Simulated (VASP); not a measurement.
Runs of VASP 6.6.1 on GaP. The structure is that of space group F-43m (No. 216), or close to it. The cells are those of the table. 

```tsv
cell	gap on the mesh (eV)	pressure (GPa)
a = 3.921 Å, angles 60.0°, 2 atoms	1.21	-6.2
a = 3.748 Å, angles 60.0°, 2 atoms	1.31	(c)
a = 3.888 Å, angles 60.0°, 2 atoms	1.42	-4.6
a = 3.784 Å, angles 60.0°, 2 atoms	1.38	2.3
a = 3.820 Å, angles 60.0°, 2 atoms	(b)	-0.4
a = 3.854 Å, angles 60.0°, 2 atoms	1.49	(a)
a = 3.954 Å, angles 60.0°, 2 atoms	1.01	-7.7
```

Alike in all rows: task single point; level LDA; potentials or basis VASP PAW LDA potentials, release 64 (Ga_d, P); no spin polarisation; k mesh 6 × 6 × 6; cutoff (eV) 520; smearing fermi-dirac 0.05 eV.

Estimate the missing entries.

(a) -2.7; (b) 1.44; (c) 5.2.

A k mesh can miss the band edges, and the runs leave out spin-orbit coupling on Ga.
